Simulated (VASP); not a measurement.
## KSiSe3: single point with PBE

Crystal: KSiSe3.

```xyz
10
Lattice="6.9083 0.0000 0.0000 0.0000 6.9083 0.0000 0.0000 0.0000 5.1812" Properties=species:S:1:pos:R:3 pbc="T T T"
K     0.0000    3.4542    2.5906
K     3.4542    0.0000    2.5906
Si    3.4542    3.4542    0.0000
Si    0.0000    0.0000    0.0000
Se    5.5074    2.0532    0.0000
Se    4.8551    5.5074    0.0000
Se    3.4542    3.4542    2.5906
Se    1.4010    4.8551    0.0000
Se    2.0532    1.4010    0.0000
Se    0.0000    0.0000    2.5906
```

```json
{
 "Program": "VASP 6.6.1",
 "Task": "single point",
 "Functional": "PBE",
 "Potentials or basis": "VASP PAW PBE potentials, release 64 (K_sv, Si, Se)",
 "Cutoff": "520 eV",
 "k mesh": "6 × 6 × 8",
 "Occupations": "gaussian, width 0.1 eV",
 "Spin": "no spin polarisation"
}
```

```yaml
Pressure: 0.1 GPa
Largest_force: 0.007 eV/Å
Band_gap_on_the_k_mesh: zero (bands 31 and 32 overlap by 1.28 eV)
```

Forces in eV/Å, atoms in the order of the input:
```
K    0.000  0.000  0.000
K    0.000  0.000  0.000
Si   0.000  0.000  0.000
Si   0.000  0.000  0.000
Se  -0.005 -0.005  0.000
Se   0.005 -0.005  0.000
Se   0.000  0.000  0.000
Se   0.005  0.005  0.000
Se  -0.005  0.005  0.000
Se   0.000  0.000  0.000
```

Levels at points of the mesh, in eV from the Fermi level:
| k point | band 28 | band 29 | band 30 | band 31 | band 32 | band 33 | band 34 | band 35 |
| --- | --- | --- | --- | --- | --- | --- | --- | --- |
| (0.00, 0.00, 0.00) | -0.49 | -0.49 | -0.20 | -0.14 | -0.14 | 0.45 | 2.75 | 2.75 |
| (0.50, 0.00, 0.00) | -0.90 | -0.69 | -0.69 | -0.48 | -0.48 | 0.42 | 0.42 | 4.85 |
| (0.50, 0.50, 0.00) | -1.24 | -0.49 | -0.49 | -0.46 | -0.46 | 0.99 | 0.99 | 2.91 |
| (0.00, 0.00, 0.50) | -0.50 | -0.50 | -0.01 | 0.75 | 0.75 | 1.33 | 1.49 | 2.38 |
| (0.50, 0.00, 0.50) | -0.46 | -0.23 | -0.23 | 0.22 | 0.22 | 1.48 | 1.48 | 2.40 |
| (0.50, 0.50, 0.50) | -1.31 | -0.92 | -0.92 | 0.58 | 0.58 | 2.28 | 2.28 | 2.29 |

Run time: 16 min on 1 thread of Oxide Virtual Turin-like Processor (shared host), peak memory 0.58 GiB.
